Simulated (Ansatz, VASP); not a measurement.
# TaS2 in VASP and in Ansatz

The input INCAR:

```
PREC = Accurate
ENCUT = 500
EDIFF = 1E-6
ISMEAR = -1
SIGMA = 0.03
LREAL = F
LASPH = T
NELM = 120
ALGO = Normal
ISIF = 2
LWAVE = F
LCHARG = T
GGA = PE
LELF = T
LVHAR = T
NBANDS = 18
GGA_COMPAT = F
```

Contents of KPOINTS:

```
Automatic mesh
0
Gamma
  9 9 5
```

The input POSCAR:

```
TaS2
1.0
    3.2816155415      0.0000000000      0.0000000000
   -1.6408077708      2.8419624244      0.0000000000
    0.0000000000      0.0000000000      5.7403745971
Ta S
1 2
Direct
    0.0000000000      0.0000000000      0.0000000000
    0.3333333333      0.6666666667      0.2500000000
    0.6666666667      0.3333333333      0.7500000000
```

Input for Ansatz:

```yaml
crystal:
  lattice:
    - [3.2816155415, 0.0, 0.0]
    - [-1.6408077708, 2.8419624244, 0.0]
    - [0.0, 0.0, 5.7403745971]
  atoms:
    - { symbol: Ta, position: [0.0, 0.0, 0.0] }
    - { symbol: S, position: [0.3333333333, 0.6666666667, 0.25] }
    - { symbol: S, position: [0.6666666667, 0.3333333333, 0.75] }
kpoints:
  mp_grid: { grid: [9, 9, 5] }
  band_path:
    path:
      - [0.0, 0.0, 0.0]
      - [0.5, 0.0, 0.0]
      - [0.3333333333, 0.3333333333, 0.0]
      - [0.0, 0.0, 0.0]
      - [0.0, 0.0, 0.5]
      - [0.5, 0.0, 0.5]
      - [0.3333333333, 0.3333333333, 0.5]
      - [0.0, 0.0, 0.5]
      - [0.5, 0.0, 0.5]
    npoints: 5
scf:
  occupations: { method: fermi_dirac, width: 0.03 }
hamiltonian:
  xc: pbe
  pseudopotentials: { kind: all_electron, lapw: { basis_error: 0.001 } }
output:
  forces: true
  stress: true
  eigenvalues: true
```

Change from the starting cell: volume scaled by 0.94.

Alike in both runs: task single point; functional PBE; k mesh 9 × 9 × 5; occupations fermi-dirac, width 0.03 eV; no spin polarisation.

|  | VASP | Ansatz |
| --- | --- | --- |
| version | VASP 6.6.1 | Ansatz 0.2.0 |
| potentials or method | VASP PAW PBE potentials, release 64 (Ta_pv, S), cutoff 500 eV | all-electron LAPW, scalar-relativistic |

|  | VASP | Ansatz | Ansatz less VASP |
| --- | --- | --- | --- |
| pressure (GPa) | 20.3 | 20.1 | -0.14 |
| traceless stress, the component that is largest in VASP (GPa) | 3.41 | 3.33 | -0.085 |
| rms of the force components (eV/Å) | 1.142 | 1.127 | -0.0148 |

Atom by atom the forces differ by 0.015 eV/Å (rms over components). Ansatz ran all-electron here, and VASP with PAW potentials.

Neither program's run includes spin-orbit coupling.
